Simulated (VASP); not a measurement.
Crystal: Sn.

```
CELL_PARAMETERS angstrom
0.00000 3.23334 3.23334
3.23334 0.00000 3.23334
3.23334 3.23334 0.00000
ATOMIC_POSITIONS crystal
Sn 0.00000 0.00000 0.00000
Sn 0.25000 0.25000 0.25000
```

```yaml
Program: VASP 6.6.1
Task: relaxation of cell and atoms
Functional: PBEsol
Potentials_or_basis: VASP PAW PBE potentials, release 64 (Sn_d)
Cutoff: 600 eV
k_mesh: 7 × 7 × 7
Occupations: fermi-dirac, width 0.1 eV
Spin: no spin polarisation
```

At the start: pressure 1.6 GPa; volume 33.80 Å³/atom.

Question: Where does the relaxation end?

Answer: Over 3 steps the energy falls by 5.7 meV/atom and the volume is 35.01 Å³/atom (+3.6 %); space group Fd-3m (No. 227, to 0.05 Å).

Step by step:
```
step  energy change (eV)  largest force (eV/Å)  pressure (GPa)  volume (Å³)
   1              0.0000                0.0000            1.57        67.61
   2             -0.0100                0.0000           -0.49        70.90
   3             -0.0114                0.0000           -0.01        70.02
```

Final structure:
```
Sn
1.0
     0.00000    3.27131    3.27131
     3.27131    0.00000    3.27131
     3.27131    3.27131    0.00000
Sn
2
Direct
  0.00000 0.00000 0.00000
  0.25000 0.25000 0.25000
```

Caveat: the PAW data sets were made with another functional, which shifts forces and pressure a little.
